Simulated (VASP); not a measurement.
Runs of VASP 6.6.1 on C. The structure is that of space group P6/mmm (No. 191), or close to it. The cells are those of the table. 

```tsv
task	cell	cutoff (eV)	gap on the mesh (eV)	pressure (GPa)
relaxation of cell and atoms	relaxed to 49 GPa from a = 4.547, b = 4.547, c = 1.257 Å, angles 90.0, 90.0, 120.0°, 3 atoms	600	none	49.0
single point	a = 4.547, b = 4.547, c = 1.257 Å, angles 90.0, 90.0, 120.0°, 3 atoms	520	none	(a)
single point	a = 4.548, b = 4.548, c = 1.256 Å, angles 90.0, 90.0, 120.0°, 3 atoms	520	none	49.1
relaxation of cell and atoms	relaxed to 49 GPa from a = 3.201, b = 3.201, c = 1.985 Å, angles 90.0, 90.0, 120.0°, 3 atoms	600	none	49.0
```

Alike in all rows: level PBE; potentials or basis VASP PAW PBE potentials, release 64 (C); no spin polarisation; k mesh 12 × 12 × 16; smearing fermi-dirac 0.08 eV.

Q: Estimate the missing entries.

A: (a) 48.7.

Caveats: the cell is relaxed towards a set pressure, so the run minimises the enthalpy, not the energy (at least some runs); the cell stands under pressure (at least some runs).

A gap of «none» marks levels without a gap at the run's occupations.
